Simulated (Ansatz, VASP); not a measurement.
**Two plane-wave programs on MoS2**

```
Mo S
1.0
     3.22747    0.00000    0.00000
    -1.61373    2.79507    0.00000
     0.00000    0.00000    6.31247
Mo S
1 2
Direct
  0.00000 0.00000 0.50000
  0.33333 0.66667 0.25532
  0.66667 0.33333 0.74468
```

Alike in both runs: task single point; functional r2SCAN; k mesh 8 × 8 × 4; occupations fermi-dirac, width 0.15 eV; collinear spin.

|  | VASP | Ansatz |
| --- | --- | --- |
| version | VASP 6.6.1 | Ansatz 0.2.0 |
| potentials or method | VASP PAW PBE potentials, release 64 (Mo_sv, S), cutoff 520 eV | plane waves, PAW |
| valence electrons in the cell | 26 | 26 |

```tsv
	VASP	Ansatz	Ansatz less VASP
net moment per atom (μB)	0.00	0.00	0.000
```

VASP's potentials were made for PBE, not for r2SCAN. The functional is the same, so the differences come from potentials, cutoffs and numerics. Ansatz's warnings: no starting moments, stability check not made.
